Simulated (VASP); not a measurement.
A run of VASP 6.6.1 is set up as follows.

The input INCAR:

```
SYSTEM = SnO
PREC = Accurate
ENCUT = 520
EDIFF = 1E-7
ISMEAR = -1
SIGMA = 0.02
LREAL = .False.
LASPH = .True.
NELM = 100
ALGO = Normal
ISIF = 2
LWAVE = .False.
LCHARG = .False.
GGA = PE
NBANDS = 28
```

The input KPOINTS:

```
Automatic mesh
0
Gamma
  12 12 6
  0 0 0
```

Contents of POSCAR:

```
SnO
1.0
    4.1254992580      0.0000000000      0.0000000000
   -2.0627496290      3.5727871607      0.0000000000
    0.0000000000      0.0000000000      5.1854030836
Sn O
2 2
Direct
    0.3333333333      0.6666666667      0.2500000000
    0.6666666667      0.3333333333      0.7500000000
    0.6666666667      0.3333333333      0.2500000000
    0.3333333333      0.6666666667      0.7500000000
```

Potentials or basis: VASP PAW PBE potentials, release 64 (Sn_d, O).

Command:

```sh
$ cat potpaw_PBE.64/Sn_d/POTCAR potpaw_PBE.64/O/POTCAR > POTCAR
$ mpirun -np 1 vasp_std > vasp.out
```

Question: Estimate the pressure.

Answer: 2.6 GPa.

Question: Estimate the band gap on the k mesh.

Answer: 0.41 eV, direct.

Stress tensor (GPa, compression positive):
```
2.68 0.00 0.00
0.00 2.68 0.00
0.00 0.00 2.31
```

Caveat: spin-orbit coupling is left out, which moves the levels of the heavy elements. As with any semilocal functional, this PBE gap is likely too small.
